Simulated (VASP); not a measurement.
A run of VASP 6.6.1 is set up as follows.

File INCAR:

```
SYSTEM = Ir
PREC     = Accurate       ! precision mode
ENCUT    = 560            ! plane-wave cutoff, eV
EDIFF    = 1E-6           ! SCF threshold, eV
ISMEAR   = 0              ! smearing method
SIGMA    = 0.15           ! smearing width, eV
LREAL    = .FALSE.        ! projectors in reciprocal space
LASPH    = .TRUE.         ! aspherical terms in the spheres
NELM     = 120            ! most SCF steps
ALGO     = Normal         ! electronic algorithm
ISIF     = 2              ! what is computed and relaxed
LWAVE    = .FALSE.        ! write WAVECAR
LCHARG   = .FALSE.        ! write CHGCAR
GGA      = PS             ! functional
NBANDS   = 14             ! bands
GGA_COMPAT= .FALSE.
```

File KPOINTS:

```
Automatic mesh
0
G
  22 22 22
  0 0 0
```

POSCAR

```
Ir
1.0
    0.0000000000      1.9197000000      1.8717075000
    1.9197000000      0.0000000000      1.8717075000
    1.9197000000      1.9197000000      0.0000000000
Ir
1
Direct
    0.0000000000      0.0000000000      0.0000000000
```

Potentials or basis: VASP PAW PBE potentials, release 64 (Ir_sv_GW).

Command:

```bash
$ cat potpaw_PBE.64/Ir_sv_GW/POTCAR > POTCAR
$ mpirun -np 1 vasp_std > vasp.out
```

Problem. Predict the band gap on the k mesh.

Solution. Zero (an odd number of electrons rules out a gap without spin polarisation).

Problem. What does it give for the pressure?

Solution. 5.7 GPa.

Stress tensor (GPa, compression positive):
```
 2.37  0.00  0.00
 0.00  2.37  0.00
 0.00  0.00 12.35
```

Caveat: the cell differs from its parent crystal (strain -0.0250 x Voigt [0, 0, 1, 0, 0, 0]); the stress differs along the axes, from 2 to 12 GPa; the PAW data sets were made with another functional, which shifts forces and pressure a little; spin-orbit coupling is left out, which moves the levels of the heavy elements.
